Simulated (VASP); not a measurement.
Al2O3, 10 atoms in the cell. The structure is trigonal, space group R-3c (No. 167). The conventional cell has a = 4.688 Å, b = 4.688 Å, c = 13.123 Å, α = 90.00°, β = 90.00°, γ = 120.00°. Within 2.4 Å of Al (site symmetry 3) lie 6 O at 1.84 to 1.96 Å. Within 2.5 Å of O (site symmetry 2) lie 4 Al at 1.84 to 1.96 Å and 2 O at 2.49 Å.  This cell differs from its parent crystal: strain -0.025 along x and y, +0.000 along z.

```yaml
Program: VASP 6.6.1
Task: single point
Functional: PBE
Potentials_or_basis: VASP PAW PBE potentials, release 64 (Al, O)
Cutoff: 520 eV
k_mesh: 6 × 6 × 6
Occupations: gaussian, width 0.05 eV
Spin: no spin polarisation
Dipole_correction: no
Further_INCAR_settings: ALGO = Normal; EDIFF = 1e-07; NBANDS = 35
```

Potentials or basis: VASP PAW PBE potentials, release 64 (Al, O).

Run with:

```bash
$ cat potpaw_PBE.64/Al/POTCAR potpaw_PBE.64/O/POTCAR > POTCAR
$ mpirun -np 1 vasp_std > vasp.out
```

Hardware: 1 thread of Intel(R) Xeon(R) Platinum 8488C (Sapphire Rapids) (shared host).

Problem. How long does it take, and how much memory?

Solution. It took 93 s on 1 thread of Intel(R) Xeon(R) Platinum 8488C (Sapphire Rapids), on a shared host, peak memory 0.26 GiB. Counts: scf iterations 14, k points 32.
